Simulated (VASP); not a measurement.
# Rh (P6_3/mmc) in VASP: notebook

Runs on Rh. Level: r2SCAN. Tasks: single point.

Program: VASP 6.6.1. These are calculated values, not measurements. Logs are shortened: lines on timing, memory, paths and dates and some standing lists are left out, and cuts for length are marked.

### 1 The cell of the first run

Symmetry: P6_3/mmc, No. 194, hexagonal system. Conventional cell: a = 2.920 Å, b = 2.920 Å, c = 4.697 Å, α = 90.00°, β = 90.00°, γ = 120.00°. Within 3.8 Å of Rh (site symmetry -6m2) lie 12 Rh at 2.89 to 2.92 Å.

This isn't the form of Rh at room conditions, which is fcc.

### 2 Single point, r2SCAN (strain +0.080 along x and y, +0.080 along z)

POSCAR

```
Rh
1.0
    2.9199346398      0.0000000000      0.0000000000
   -1.4599673199      2.5287375754      0.0000000000
    0.0000000000      0.0000000000      4.6965065961
Rh
2
Direct
    0.6666666667      0.3333333333      0.7500000000
    0.3333333333      0.6666666667      0.2500000000
```

INCAR.step1

```
SYSTEM = Rh
PREC     = Accurate       ! precision mode
ENCUT    = 520            ! plane-wave cutoff, eV
ISMEAR   = 0              ! smearing method
SIGMA    = 0.15           ! smearing width, eV
LREAL    = .FALSE.        ! projectors in reciprocal space
LASPH    = .TRUE.         ! aspherical terms in the spheres
NELM     = 100            ! most SCF steps
NBANDS   = 22             ! bands
GGA      = PE             ! functional
ALGO     = Normal         ! electronic algorithm
EDIFF    = 1E-4           ! SCF threshold, eV
LWAVE    = .TRUE.         ! write WAVECAR
LCHARG   = .FALSE.        ! write CHGCAR
```

INCAR.step2

```
SYSTEM = Rh
PREC     = Accurate       ! precision mode
ENCUT    = 520            ! plane-wave cutoff, eV
EDIFF    = 1E-7           ! SCF threshold, eV
ISMEAR   = 0              ! smearing method
SIGMA    = 0.15           ! smearing width, eV
LREAL    = .FALSE.        ! projectors in reciprocal space
LASPH    = .TRUE.         ! aspherical terms in the spheres
NELM     = 100            ! most SCF steps
ALGO     = Normal         ! electronic algorithm
ISIF     = 2              ! what is computed and relaxed
LWAVE    = .FALSE.        ! write WAVECAR
LCHARG   = .TRUE.         ! write CHGCAR
METAGGA  = R2SCAN         ! meta-GGA
LMIXTAU  = .TRUE.       
LELF     = .TRUE.         ! ELF
LVHAR    = .TRUE.       
NBANDS   = 22             ! bands
ISTART   = 1
```

KPOINTS

```
regular mesh
0
G
  24 24 14
  0 0 0
```

Potentials or basis: VASP PAW PBE potentials, release 64 (Rh_pv).

Started as:

```bash
$ cat potpaw_PBE.64/Rh_pv/POTCAR > POTCAR
$ cp INCAR.step1 INCAR
$ mpirun -np 1 vasp_std > vasp.out
$ cp INCAR.step2 INCAR
$ mpirun -np 1 vasp_std > vasp.out
```

OUTCAR:

```text
SYSTEM = Rh
   PREC = Accurate
   ENCUT = 520
   EDIFF = 1E-7
   ISMEAR = 0
   LREAL = .FALSE.
   LASPH = .TRUE.
   NELM = 100
   ISIF = 2
   METAGGA = R2SCAN
   ISTART = 1

 ion  position               nearest neighbor table
   1  0.667  0.333  0.750-   2 2.89   2 2.89   2 2.89   2 2.89   2 2.89   2 2.89
   2  0.333  0.667  0.250-   1 2.89   1 2.89   1 2.89   1 2.89   1 2.89   1 2.89

  LATTYP: Found a hexagonal cell.
 ALAT       =     2.9199346398
 C/A-ratio  =     1.6084286724

  Lattice vectors:

 A1 = (   2.9199346398,   0.0000000000,   0.0000000000)
 A2 = (  -1.4599673199,   2.5287375754,   0.0000000000)
 A3 = (   0.0000000000,   0.0000000000,   4.6965065961)

Analysis of symmetry for initial positions (statically):
=====================================================================
 Subroutine PRICEL returns:
 Original cell was already a primitive cell.

 Routine SETGRP: Setting up the symmetry group for a
 hexagonal supercell.

 Subroutine GETGRP returns: Found 24 space group operations
 (whereof 12 operations were pure point group operations)
 out of a pool of 24 trial point group operations.

The static configuration has the point symmetry D_3d.
 The point group associated with its full space group is D_6h.

Analysis of symmetry for dynamics (positions and initial velocities):
=====================================================================
 Subroutine PRICEL returns:
 Original cell was already a primitive cell.

 Routine SETGRP: Setting up the symmetry group for a
 hexagonal supercell.

 Subroutine GETGRP returns: Found 24 space group operations
 (whereof 12 operations were pure point group operations)
 out of a pool of 24 trial point group operations.

The dynamic configuration has the point symmetry D_3d.
 The point group associated with its full space group is D_6h.

 Subroutine INISYM returns: Found 24 space group operations
 (whereof 12 operations are pure point group operations),
 and found     1 'primitive' translations

----------------------------------------------------------------------------------------

                                     Primitive cell

  volume of cell :      34.6778

  direct lattice vectors                    reciprocal lattice vectors
     2.919934640  0.000000000  0.000000000     0.342473419  0.197727121  0.000000000
    -1.459967320  2.528737575  0.000000000     0.000000000  0.395454242  0.000000000
     0.000000000  0.000000000  4.696506596     0.000000000  0.000000000  0.212924219

  length of vectors
     2.919934640  2.919934640  4.696506596     0.395454242  0.395454242  0.212924219

  position of ions in fractional coordinates (direct lattice)
     0.666666667  0.333333333  0.750000000
     0.333333333  0.666666667  0.250000000

  ion indices of the primitive-cell ions
   primitive index   ion index
                 1           1
                 2           2

----------------------------------------------------------------------------------------

 KPOINTS: regular mesh

Automatic generation of k-mesh.
 Grid dimensions read from file:
 generate k-points for:   24   24   14

 Generating k-lattice:

  Cartesian coordinates                     Fractional coordinates (reciprocal lattice)
     0.014269726  0.008238630  0.000000000     0.041666667  0.000000000  0.000000000
     0.000000000  0.016477260  0.000000000     0.000000000  0.041666667  0.000000000
     0.000000000  0.000000000  0.015208873     0.000000000  0.000000000  0.071428571

  Length of vectors
     0.016477260  0.016477260  0.015208873

  Shift w.r.t. Gamma in fractional coordinates (k-lattice)
     0.000000000  0.000000000  0.000000000

 Subroutine IBZKPT returns following result:
 ===========================================

 Found    488 irreducible k-points:

 Following reciprocal coordinates:
            Coordinates               Weight
  0.000000  0.000000  0.000000      1.000000
  0.041667  0.000000  0.000000      6.000000
  0.083333  0.000000  0.000000      6.000000
  0.125000  0.000000  0.000000      6.000000
  0.166667  0.000000  0.000000      6.000000
  0.208333  0.000000  0.000000      6.000000
[... 16 lines left out ...]
  0.416667  0.041667  0.000000     12.000000
  0.458333  0.041667  0.000000     12.000000
 [... further k-points ...]
   k-points           NKPTS =    488   k-points in BZ     NKDIM =    488   number of bands    NBANDS=     22
   number of dos      NEDOS =    301   number of ions     NIONS =      2
   total plane-waves  NPLWV =  20736
   dimension x,y,z NGX =    24 NGY =   24 NGZ =   36
   dimension x,y,z NGXF=    48 NGYF=   48 NGZF=   72
   ions per type =               2
   NGX,Y,Z   is equivalent  to a cutoff of  13.66, 13.66, 12.74 a.u.
   NGXF,Y,Z  is equivalent  to a cutoff of  27.33, 27.33, 25.49 a.u.
 SYSTEM =  Rh
   PREC   = accura    normal or accurate (medium, high low for compatibility)
   ISTART =      1    job   : 0-new  1-cont  2-samecut
   ICHARG =      0    charge: 1-file 2-atom 10-const
   ISPIN  =      1    spin polarized calculation?
   LNONCOLLINEAR =      F non collinear calculations
   LSORBIT =      F    spin-orbit coupling
   LASPH  =      T    aspherical Exc in radial PAW
   ENCUT  =  520.0 eV  38.22 Ry    6.18 a.u.   5.43  5.43  8.73*2*pi/ulx,y,z
   NELM   =    100;   NELMIN=  2; NELMDL=  0     # of ELM steps
   EDIFF  = 0.1E-06   stopping-criterion for ELM
   LREAL  =      F    real-space projection
   EDIFFG = 0.1E-05   stopping-criterion for IOM
   NSW    =      0    number of steps for IOM
   IBRION =     -1    ionic relax: 0-MD 1-quasi-New 2-CG
   NFREE  =      0    steps in history (QN), initial steepest desc. (CG)
   ISIF   =      2    stress and relaxation
   ISYM   =      2    0-nonsym 1-usesym 2-fastsym
   POTIM  = 0.5000    time-step for ionic-motion
   TEBEG  =    0.0;   TEEND  =   0.0 temperature during run
   PSTRESS=    0.0 pullay stress
   NELECT =      30.0000    total number of electrons
   NUPDOWN=      -1.0000    fix difference up-down
   EMIN   =  10.00;   EMAX   =-10.00  energy-range for DOS
   EFERMI =   0.00;   METHOD = LEGACY
   ISMEAR =     0;   SIGMA  =   0.15  broadening in eV -4-tet -1-fermi 0-gaus
   EFERMI_NEDOS =   21; number of points for ismear=-14 and -15
   IALGO  =     38    algorithm
   IMIX   =      4    mixing-type and parameters
     AMIX     =   0.40;   BMIX     =  1.00
     AMIX_MAG =   1.60;   BMIX_MAG =  1.00
  volume/ion in A,a.u.               =      17.34       117.01
  Fermi-wavevector in a.u.,A,eV,Ry     =   1.559904  2.947792 33.107078  2.433302
  Thomas-Fermi vector in A             =   2.663194
   LORBIT       =      0    0 simple, 1 ext, 2 COOP (PROOUT), +10 PAW based schemes
   METAGGA = R2SCAN    functional components
   LHFCALC =     F    Hartree Fock is set to
   AEXX    =    0.0000 exact exchange contribution
   IVDW    =     0    specifies the selected vdW correction
   LEPSILON=     F    determine dielectric tensor
   LRPA    =     F    only Hartree local field effects (RPA)
 non-spin polarized calculation
 Gauss-broadening in eV      SIGMA  =   0.15
  energy-cutoff  :      520.00
  volume of cell :       34.68
 maximum number of plane-waves:       966
 NGX is ok and might be reduce to    24
   NGX = 11   NGY = 11   NGZ = 17

 number of electron      30.0000002 magnetization

 Free energy of the ion-electron system (eV)
  ---------------------------------------------------
  ext. energy  EPLUGINS =         0.00000000
  ---------------------------------------------------
  free energy    TOTEN  =       -47.23878200 eV

  energy without entropy =      -47.18476486  energy(sigma->0) =      -47.21177343

 E-fermi :   8.0289     XC(G=0): -13.5168

 val. band max:        8.0273011059   @ k =   0.2917   0.2083   0.1429
 cond. band min:       8.0297117794   @ k =   0.2917   0.0417   0.4286
 fundamental gap:      0.0024106735
 Fermi energy:         8.0288525843

 k-point     1 :       0.0000    0.0000    0.0000
  band No.  band energies     occupation
      1     -39.7719      2.00000
      2     -39.4512      2.00000
      3     -39.4512      2.00000
      4     -39.4133      2.00000
      5     -39.3965      2.00000
      6     -39.3965      2.00000
[... 14 lines left out ...]
     21      25.8018      0.00000
     22      25.8020      0.00000

 k-point     2 :       0.0417    0.0000    0.0000
  band No.  band energies     occupation
      1     -39.7700      2.00000
      2     -39.4554      2.00000
      3     -39.4526      2.00000
      4     -39.4141      2.00000
      5     -39.4008      2.00000
      6     -39.3972      2.00000
[... 14 lines left out ...]
     21      25.8016      0.00000
     22      25.8018      0.00000

 k-point     3 :       0.0833    0.0000    0.0000
  band No.  band energies     occupation
      1     -39.7644      2.00000
      2     -39.4676      2.00000
      3     -39.4567      2.00000
      4     -39.4167      2.00000
      5     -39.4136      2.00000
      6     -39.3992      2.00000
[... 14 lines left out ...]
     21      25.8016      0.00000
     22      25.8019      0.00000

 k-point     4 :       0.1250    0.0000    0.0000
  band No.  band energies     occupation
      1     -39.7553      2.00000
      2     -39.4871      2.00000
      3     -39.4631      2.00000
      4     -39.4339      2.00000
      5     -39.4210      2.00000
      6     -39.4026      2.00000
[... 14 lines left out ...]
     21      25.8017      0.00000
     22      25.8735      0.00000

 k-point     5 :       0.1667    0.0000    0.0000
  band No.  band energies     occupation
      1     -39.7430      2.00000
      2     -39.5126      2.00000
      3     -39.4713      2.00000
      4     -39.4601      2.00000
      5     -39.4270      2.00000
      6     -39.4072      2.00000
[... 417 lines left out ...]
 k-point    22 :       0.3750    0.0417    0.0000
  band No.  band energies     occupation
      1     -39.6717      2.00000
      2     -39.6441      2.00000
      3     -39.6190      2.00000
      4     -39.5224      2.00000
      5     -39.4859      2.00000
      6     -39.4398      2.00000
[... 14 lines left out ...]
     21      20.7433      0.00000
     22      22.3899      0.00000

 k-point    23 :       0.4167    0.0417    0.0000
  band No.  band energies     occupation
      1     -39.6878      2.00000
      2     -39.6340      2.00000
      3     -39.6294      2.00000
      4     -39.5275      2.00000
      5     -39.4967      2.00000
      6     -39.4430      2.00000
[... 14 lines left out ...]
     21      20.3338      0.00000
     22      21.3095      0.00000

 k-point    24 :       0.4583    0.0417    0.0000
  band No.  band energies     occupation
      1     -39.6961      2.00000
      2     -39.6418      2.00000
      3     -39.6207      2.00000
      4     -39.5301      2.00000
      5     -39.5033      2.00000
      6     -39.4447      2.00000
[... 14 lines left out ...]
     21      20.0835      0.00000
     22      20.6489      0.00000

 [... further k-points ...]

------------------------ aborting loop because EDIFF is reached ----------------------------------------

  FORCE on cell =-STRESS in cart. coord.  units (eV):
  Direction    XX          YY          ZZ          XY          YZ          ZX
  --------------------------------------------------------------------------------------
  -------------------------------------------------------------------------------------
  Total       -7.4275226     -7.4275226     -7.6264599      0.0000000      0.0000000      0.0000000
  in kB     -343.1648018   -343.1648017   -352.3560588      0.0000000      0.0000000      0.0000000
  external PRESSURE =    -346.2285541 kB  Pullay stress =       0.0000000 kB

 VOLUME and BASIS-vectors are now :
 -----------------------------------------------------------------------------
  energy-cutoff  :      520.00
  volume of cell :       34.68
      direct lattice vectors                 reciprocal lattice vectors
     2.919934640  0.000000000  0.000000000     0.342473419  0.197727121  0.000000000
    -1.459967320  2.528737575  0.000000000     0.000000000  0.395454242  0.000000000
     0.000000000  0.000000000  4.696506596     0.000000000  0.000000000  0.212924219

 POSITION                                       TOTAL-FORCE (eV/Angst)
 -----------------------------------------------------------------------------------
      1.45997      0.84291      3.52238        -0.000000      0.000000      0.000000
     -0.00000      1.68583      1.17413         0.000000      0.000000      0.000000
 -----------------------------------------------------------------------------------
    total drift:                               -0.000000      0.000000     -0.000000

  FREE ENERGIE OF THE ION-ELECTRON SYSTEM (eV)
  ---------------------------------------------------
  free  energy   TOTEN  =       -47.2387819989 eV

  energy  without entropy=      -47.1847648624  energy(sigma->0) =      -47.21177343
```

It took 42 min on 1 thread of Oxide Virtual Turin-like, shared host; peak memory 0.36 GiB.

Results:

* Free energy: -47.2388 eV
* Pressure: -34.6 GPa
* Band gap on the k mesh: zero (bands 15 and 16 overlap by 1.65 eV)

Stress tensor (GPa, compression positive):
```
-34.32   0.00   0.00
  0.00 -34.32   0.00
  0.00   0.00 -35.24
```

Caveat: the cell differs from its parent crystal (strain +0.080 along x and y, +0.080 along z); the cell stands under tension; the PAW data sets were made with another functional, which shifts forces and pressure a little.

(Continued in part 2 of 2.)
